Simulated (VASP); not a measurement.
# Ta (Fm-3m) in VASP: a series of runs

Ta is run at these levels: PBEsol; tasks: single point.

Everything below comes from runs of VASP 6.6.1. Logs are shortened: lines on timing, memory, paths and dates and some standing lists are left out, and cuts for length are marked.

**1. The cell of the first run**

The structure is cubic, space group Fm-3m (No. 225). The conventional cell has a = 3.901 Å, b = 3.901 Å, c = 3.901 Å, α = 90.00°, β = 90.00°, γ = 90.00°. Within 3.6 Å of Ta (site symmetry m-3m) lie 12 Ta at 2.76 Å.

This isn't the form of Ta at room conditions, which is bcc.

**2. Single point, PBEsol**

INCAR reads:

```
SYSTEM = Ta
PREC     = Accurate       ! precision mode
ENCUT    = 500            ! plane-wave cutoff, eV
EDIFF    = 1E-6           ! SCF threshold, eV
ISMEAR   = -1             ! smearing method
SIGMA    = 0.05           ! smearing width, eV
LREAL    = .FALSE.        ! projectors in reciprocal space
LASPH    = .TRUE.         ! aspherical terms in the spheres
NELM     = 120            ! most SCF steps
ALGO     = Normal         ! electronic algorithm
ISIF     = 2              ! what is computed and relaxed
LWAVE    = .FALSE.        ! write WAVECAR
LCHARG   = .FALSE.        ! write CHGCAR
GGA      = PS             ! functional
NBANDS   = 12             ! bands
GGA_COMPAT= .FALSE.
```

KPOINTS reads:

```
regular mesh
0
G
  17 17 17
  0 0 0
```

POSCAR reads:

```
Ta
1.0
    0.0000000000      1.9503447355      1.9503447355
    1.9503447355      0.0000000000      1.9503447355
    1.9503447355      1.9503447355      0.0000000000
Ta
1
Direct
    0.0000000000      0.0000000000      0.0000000000
```

Potentials or basis: VASP PAW PBE potentials, release 64 (Ta_pv).

On the command line:

```bash
$ cat potpaw_PBE.64/Ta_pv/POTCAR > POTCAR
$ mpirun -np 1 vasp_std > vasp.out
```

OUTCAR:

```text
SYSTEM = Ta
   PREC = Accurate
   ENCUT = 500
   EDIFF = 1E-6
   ISMEAR = -1
   LREAL = .FALSE.
   LASPH = .TRUE.
   NELM = 120
   ISIF = 2
   GGA = PS

 ion  position               nearest neighbor table
   1  0.000  0.000  0.000-

  LATTYP: Found a face centered cubic cell.
 ALAT       =     3.9006894710

  Lattice vectors:

 A1 = (   0.0000000000,   1.9503447355,   1.9503447355)
 A2 = (   1.9503447355,   0.0000000000,   1.9503447355)
 A3 = (   1.9503447355,   1.9503447355,   0.0000000000)

Analysis of symmetry for initial positions (statically):
=====================================================================
 Subroutine PRICEL returns:
 Original cell was already a primitive cell.

 Routine SETGRP: Setting up the symmetry group for a
 face centered cubic supercell.

 Subroutine GETGRP returns: Found 48 space group operations
 (whereof 48 operations were pure point group operations)
 out of a pool of 48 trial point group operations.

The static configuration has the point symmetry O_h .

Analysis of symmetry for dynamics (positions and initial velocities):
=====================================================================
 Subroutine PRICEL returns:
 Original cell was already a primitive cell.

 Routine SETGRP: Setting up the symmetry group for a
 face centered cubic supercell.

 Subroutine GETGRP returns: Found 48 space group operations
 (whereof 48 operations were pure point group operations)
 out of a pool of 48 trial point group operations.

The dynamic configuration has the point symmetry O_h .

 Subroutine INISYM returns: Found 48 space group operations
 (whereof 48 operations are pure point group operations),
 and found     1 'primitive' translations

----------------------------------------------------------------------------------------

                                     Primitive cell

  volume of cell :      14.8376

  direct lattice vectors                    reciprocal lattice vectors
     0.000000000  1.950344736  1.950344736    -0.256364934  0.256364934  0.256364934
     1.950344736  0.000000000  1.950344736     0.256364934 -0.256364934  0.256364934
     1.950344736  1.950344736  0.000000000     0.256364934  0.256364934 -0.256364934

  length of vectors
     2.758203976  2.758203976  2.758203976     0.444037092  0.444037092  0.444037092

  position of ions in fractional coordinates (direct lattice)
     0.000000000  0.000000000  0.000000000

  ion indices of the primitive-cell ions
   primitive index   ion index
                 1           1

----------------------------------------------------------------------------------------

 KPOINTS: regular mesh

Automatic generation of k-mesh.
 Grid dimensions read from file:
 generate k-points for:   17   17   17

 Generating k-lattice:

  Cartesian coordinates                     Fractional coordinates (reciprocal lattice)
    -0.015080290  0.015080290  0.015080290     0.058823529  0.000000000  0.000000000
     0.015080290 -0.015080290  0.015080290     0.000000000  0.058823529  0.000000000
     0.015080290  0.015080290 -0.015080290     0.000000000  0.000000000  0.058823529

  Length of vectors
     0.026119829  0.026119829  0.026119829

  Shift w.r.t. Gamma in fractional coordinates (k-lattice)
     0.000000000  0.000000000  0.000000000

 Subroutine IBZKPT returns following result:
 ===========================================

 Found    165 irreducible k-points:

 Following reciprocal coordinates:
            Coordinates               Weight
  0.000000  0.000000  0.000000      1.000000
  0.058824  0.000000  0.000000      8.000000
  0.117647  0.000000  0.000000      8.000000
  0.176471  0.000000  0.000000      8.000000
  0.235294  0.000000  0.000000      8.000000
  0.294118  0.000000  0.000000      8.000000
[... 16 lines left out ...]
 -0.176471  0.058824  0.000000     24.000000
 -0.117647  0.058824  0.000000     24.000000
 [... further k-points ...]
   k-points           NKPTS =    165   k-points in BZ     NKDIM =    165   number of bands    NBANDS=     12
   number of dos      NEDOS =    301   number of ions     NIONS =      1
   total plane-waves  NPLWV =   8000
   dimension x,y,z NGX =    20 NGY =   20 NGZ =   20
   dimension x,y,z NGXF=    40 NGYF=   40 NGZF=   40
   ions per type =               1
   NGX,Y,Z   is equivalent  to a cutoff of  12.05, 12.05, 12.05 a.u.
   NGXF,Y,Z  is equivalent  to a cutoff of  24.11, 24.11, 24.11 a.u.
 SYSTEM =  Ta
   PREC   = accura    normal or accurate (medium, high low for compatibility)
   ISTART =      0    job   : 0-new  1-cont  2-samecut
   ICHARG =      2    charge: 1-file 2-atom 10-const
   ISPIN  =      1    spin polarized calculation?
   LNONCOLLINEAR =      F non collinear calculations
   LSORBIT =      F    spin-orbit coupling
   LASPH  =      T    aspherical Exc in radial PAW
   ENCUT  =  500.0 eV  36.75 Ry    6.06 a.u.   5.03  5.03  5.03*2*pi/ulx,y,z
   NELM   =    120;   NELMIN=  2; NELMDL= -5     # of ELM steps
   EDIFF  = 0.1E-05   stopping-criterion for ELM
   LREAL  =      F    real-space projection
   EDIFFG = 0.1E-04   stopping-criterion for IOM
   NSW    =      0    number of steps for IOM
   IBRION =     -1    ionic relax: 0-MD 1-quasi-New 2-CG
   NFREE  =      0    steps in history (QN), initial steepest desc. (CG)
   ISIF   =      2    stress and relaxation
   ISYM   =      2    0-nonsym 1-usesym 2-fastsym
   POTIM  = 0.5000    time-step for ionic-motion
   TEBEG  =    0.0;   TEEND  =   0.0 temperature during run
   PSTRESS=    0.0 pullay stress
   NELECT =      11.0000    total number of electrons
   NUPDOWN=      -1.0000    fix difference up-down
   EMIN   =  10.00;   EMAX   =-10.00  energy-range for DOS
   EFERMI =   0.00;   METHOD = LEGACY
   ISMEAR =    -1;   SIGMA  =   0.05  broadening in eV -4-tet -1-fermi 0-gaus
   EFERMI_NEDOS =   21; number of points for ismear=-14 and -15
   IALGO  =     38    algorithm
   IMIX   =      4    mixing-type and parameters
     AMIX     =   0.40;   BMIX     =  1.00
     AMIX_MAG =   1.60;   BMIX_MAG =  1.00
  volume/ion in A,a.u.               =      14.84       100.13
  Fermi-wavevector in a.u.,A,eV,Ry     =   1.481668  2.799947 29.869430  2.195341
  Thomas-Fermi vector in A             =   2.595550
   LORBIT       =      0    0 simple, 1 ext, 2 COOP (PROOUT), +10 PAW based schemes
   GGA     = PS    functional components
   LHFCALC =     F    Hartree Fock is set to
   AEXX    =    0.0000 exact exchange contribution
   IVDW    =     0    specifies the selected vdW correction
   LEPSILON=     F    determine dielectric tensor
   LRPA    =     F    only Hartree local field effects (RPA)
 non-spin polarized calculation
  energy-cutoff  :      500.00
  volume of cell :       14.84
 maximum number of plane-waves:       388
   NGX =  9   NGY =  9   NGZ =  9

 number of electron      10.9999999 magnetization

 Free energy of the ion-electron system (eV)
  ---------------------------------------------------
  ext. energy  EPLUGINS =         0.00000000
  ---------------------------------------------------
  free energy    TOTEN  =       -11.74378547 eV

  energy without entropy =      -11.73545163  energy(sigma->0) =      -11.73961855

 E-fermi :   7.5016     XC(G=0): -13.7556

 val. band max:        7.4961249142   @ k =  -0.1765   0.1765   0.0588
 cond. band min:       7.5036714031   @ k =  -0.4706   0.0588   0.0000
 fundamental gap:      0.0075464889
 Fermi energy:         7.5016091860

 k-point     1 :       0.0000    0.0000    0.0000
  band No.  band energies     occupation
      1     -25.2294      2.00000
      2     -25.2294      2.00000
      3     -25.2294      2.00000
      4      -1.6098      2.00000
      5       7.7164      0.02686
      6       7.7164      0.02686
      7       7.7164      0.02686
      8      11.8145      0.00000
      9      11.8145      0.00000
     10      20.6461      0.00000
     11      22.2869      0.00000
     12      26.6810      0.00000

 k-point     2 :       0.0588    0.0000    0.0000
  band No.  band energies     occupation
      1     -25.3134      2.00000
      2     -25.2392      2.00000
      3     -25.2392      2.00000
      4      -1.4193      2.00000
      5       7.5531      0.52593
      6       7.8062      0.00451
      7       7.8062      0.00451
      8      11.7102      0.00000
      9      11.7102      0.00000
     10      21.0394      0.00000
     11      22.2862      0.00000
     12      25.8124      0.00000

 k-point     3 :       0.1176    0.0000    0.0000
  band No.  band energies     occupation
      1     -25.5489      2.00000
      2     -25.2668      2.00000
      3     -25.2668      2.00000
      4      -0.8806      2.00000
      5       7.1530      1.99813
      6       8.0349      0.00005
      7       8.0349      0.00005
      8      11.4827      0.00000
      9      11.4827      0.00000
     10      22.0337      0.00000
     11      22.2851      0.00000
     12      24.4727      0.00000

 k-point     4 :       0.1765    0.0000    0.0000
  band No.  band energies     occupation
      1     -25.8929      2.00000
      2     -25.3084      2.00000
      3     -25.3084      2.00000
      4      -0.0963      2.00000
      5       6.7235      2.00000
      6       8.2596      0.00000
      7       8.2596      0.00000
      8      11.3696      0.00000
      9      11.3696      0.00000
     10      22.2160      0.00000
     11      22.3469      0.00000
     12      24.5083      0.00000

 k-point     5 :       0.2353    0.0000    0.0000
  band No.  band energies     occupation
      1     -26.2888      2.00000
      2     -25.3580      2.00000
      3     -25.3580      2.00000
      4       0.7464      2.00000
      5       6.5126      2.00000
      6       8.2734      0.00000
      7       8.2734      0.00000
      8      11.6582      0.00000
      9      11.6582      0.00000
     10      21.2971      0.00000
     11      22.2925      0.00000
     12      26.1821      0.00000
[... 228 lines left out ...]
      1     -26.7926      2.00000
      2     -25.5097      2.00000
      3     -25.4031      2.00000
      4       1.7020      2.00000
      5       6.7971      2.00000
      6       7.8089      0.00427
      7       8.0591      0.00003
      8      12.0376      0.00000
      9      13.5857      0.00000
     10      20.5814      0.00000
     11      22.2880      0.00000
     12      26.7461      0.00000

 k-point    22 :      -0.2353    0.0588    0.0000
  band No.  band energies     occupation
      1     -26.4265      2.00000
      2     -25.4590      2.00000
      3     -25.3501      2.00000
      4       1.1564      2.00000
      5       6.3832      2.00000
      6       8.1254      0.00001
      7       8.3512      0.00000
      8      11.1506      0.00000
      9      12.6660      0.00000
     10      21.3612      0.00000
     11      22.2937      0.00000
     12      26.7770      0.00000

 k-point    23 :      -0.1765    0.0588    0.0000
  band No.  band energies     occupation
      1     -26.0402      2.00000
      2     -25.4008      2.00000
      3     -25.3012      2.00000
      4       0.3428      2.00000
      5       6.4726      2.00000
      6       8.2945      0.00000
      7       8.4275      0.00000
      8      10.7511      0.00000
      9      12.0434      0.00000
     10      22.2336      0.00000
     11      22.4025      0.00000
     12      25.0786      0.00000

 k-point    24 :      -0.1176    0.0588    0.0000
  band No.  band energies     occupation
      1     -25.6885      2.00000
      2     -25.3416      2.00000
      3     -25.2631      2.00000
      4      -0.4837      2.00000
      5       6.8516      2.00000
      6       8.2006      0.00000
      7       8.2175      0.00000
      8      10.9193      0.00000
      9      11.8090      0.00000
     10      22.2823      0.00000
     11      22.7074      0.00000
     12      24.1886      0.00000

 [... further k-points ...]

------------------------ aborting loop because EDIFF is reached ----------------------------------------

  FORCE on cell =-STRESS in cart. coord.  units (eV):
  Direction    XX          YY          ZZ          XY          YZ          ZX
  --------------------------------------------------------------------------------------
  -------------------------------------------------------------------------------------
  Total        5.6312867      5.6312867      5.6312867     -0.0000000     -0.0000000      0.0000000
  in kB      608.0706973    608.0706973    608.0706973     -0.0000000     -0.0000000      0.0000000
  external PRESSURE =     608.0706973 kB  Pullay stress =       0.0000000 kB

 VOLUME and BASIS-vectors are now :
 -----------------------------------------------------------------------------
  energy-cutoff  :      500.00
  volume of cell :       14.84
      direct lattice vectors                 reciprocal lattice vectors
     0.000000000  1.950344736  1.950344736    -0.256364934  0.256364934  0.256364934
     1.950344736  0.000000000  1.950344736     0.256364934 -0.256364934  0.256364934
     1.950344736  1.950344736  0.000000000     0.256364934  0.256364934 -0.256364934

 POSITION                                       TOTAL-FORCE (eV/Angst)
 -----------------------------------------------------------------------------------
      0.00000      0.00000      0.00000         0.000000      0.000000      0.000000
 -----------------------------------------------------------------------------------
    total drift:                                0.000000      0.000000      0.000000

  FREE ENERGIE OF THE ION-ELECTRON SYSTEM (eV)
  ---------------------------------------------------
  free  energy   TOTEN  =       -11.7437854688 eV

  energy  without entropy=      -11.7354516253  energy(sigma->0) =      -11.73961855
```

Wall time 30 s (1 thread of Intel Xeon Platinum 8259CL at 2.50GHz (Skylake/Cascade Lake), shared host); peak memory 0.14 GiB.

What came out:

```
Free energy            : -11.7438 eV
Pressure               : 60.8 GPa
Band gap on the k mesh : zero (an odd number of electrons rules out a gap without spin polarisation)
```

Caveat: the cell stands under pressure; the PAW data sets were made with another functional, which shifts forces and pressure a little; spin-orbit coupling is left out, which moves the levels of the heavy elements.

**3. Single point, PBEsol**

This run uses another cell than the first one, of 15.67 Å³/atom.

INCAR reads:

```
PREC = Accurate
ENCUT = 500
EDIFF = 1E-6
ISMEAR = -1
SIGMA = 0.05
LREAL = False
LASPH = True
NELM = 120
ALGO = Normal
ISIF = 2
LWAVE = False
LCHARG = False
GGA = PS
NBANDS = 12
GGA_COMPAT = False
```

KPOINTS reads:

```
Automatic mesh
0
Gamma
  17 17 17
```

POSCAR reads:

```
Ta
1.0
    0.0000000000      1.9860558189      1.9860558189
    1.9860558189      0.0000000000      1.9860558189
    1.9860558189      1.9860558189      0.0000000000
Ta
1
Direct
    0.0000000000      0.0000000000      0.0000000000
```

Potentials or basis: VASP PAW PBE potentials, release 64 (Ta_pv).

On the command line:

```bash
$ cat potpaw_PBE.64/Ta_pv/POTCAR > POTCAR
$ mpirun -np 1 vasp_std > vasp.out
```

It took 20 s on 1 thread of Intel Xeon Platinum 8259CL at 2.50GHz (Skylake/Cascade Lake), shared host; peak memory 0.15 GiB.

The run converged. Its results:

| Quantity | Value |
| --- | --- |
| Free energy | -12.0046 eV |
| Pressure | 40.5 GPa |
| Band gap on the k mesh | zero (an odd number of electrons rules out a gap without spin polarisation) |

Levels at points of the mesh, in eV from the Fermi level:
| k point | band 3 | band 4 | band 5 | band 6 | band 7 | band 8 |
| --- | --- | --- | --- | --- | --- | --- |
| (0.00, 0.00, 0.00) | -32.92 | -8.89 | 0.30 | 0.30 | 0.30 | 4.11 |

Caveat: the cell stands under pressure; the PAW data sets were made with another functional, which shifts forces and pressure a little; spin-orbit coupling is left out, which moves the levels of the heavy elements.

**4. Single point, PBEsol**

This run uses another cell than the first one, of 16.74 Å³/atom.

INCAR reads:

```
SYSTEM = Ta
ALGO = Normal
EDIFF = 1E-6
ENCUT = 500
GGA = PS
GGA_COMPAT = .False.
ISIF = 2
ISMEAR = -1
LASPH = .True.
LCHARG = .False.
LREAL = .False.
LWAVE = .False.
NBANDS = 12
NELM = 120
PREC = Accurate
SIGMA = 0.05
```

KPOINTS reads:

```
k-points
0
Gamma
  17 17 17
  0 0 0
```

POSCAR reads:

```
Ta
1.0
    0.0000000000      2.0301967326      2.0301967326
    2.0301967326      0.0000000000      2.0301967326
    2.0301967326      2.0301967326      0.0000000000
Ta
1
Direct
    0.0000000000      0.0000000000      0.0000000000
```

On the command line:

```bash
$ cat potpaw_PBE.64/Ta_pv/POTCAR > POTCAR
$ mpirun -np 1 vasp_std > vasp.out
```

It took 31 s on 1 thread of Intel Xeon Platinum 8259CL at 2.50GHz (Skylake/Cascade Lake), shared host; peak memory 0.16 GiB.

The run converged. Its results:

| Item | Value |
| --- | --- |
| Free energy | -12.2044 eV |
| Pressure | 20.3 GPa |
| Band gap on the k mesh | zero (an odd number of electrons rules out a gap without spin polarisation) |

Levels at points of the mesh, in eV from the Fermi level:
| k point | band 1 | band 2 | band 3 | band 4 | band 5 | band 6 | band 7 | band 8 | band 9 | band 10 |
| --- | --- | --- | --- | --- | --- | --- | --- | --- | --- | --- |
| (0.00, 0.00, 0.00) | -33.16 | -33.16 | -33.16 | -8.63 | 0.37 | 0.37 | 0.37 | 3.86 | 3.86 | 12.84 |

Caveat: the cell stands under pressure; the PAW data sets were made with another functional, which shifts forces and pressure a little; spin-orbit coupling is left out, which moves the levels of the heavy elements.

**5. Overview**

| cell | gap on the mesh (eV) | pressure (GPa) |
| --- | --- | --- |
| a = 2.758 Å, angles 60.0°, 1 atom | none | 60.8 |
| a = 2.809 Å, angles 60.0°, 1 atom | none | 40.5 |
| a = 2.871 Å, angles 60.0°, 1 atom | none | 20.3 |

Alike in all rows: task single point; level PBEsol; potentials or basis VASP PAW PBE potentials, release 64 (Ta_pv); no spin polarisation; k mesh 17 × 17 × 17; cutoff (eV) 500; smearing fermi-dirac 0.05 eV.

Caveats: the cell stands under pressure; the PAW data sets were made with another functional, which shifts forces and pressure a little; spin-orbit coupling is left out, which moves the levels of the heavy elements.

Absolute energies hang on the potentials; compare differences alone.
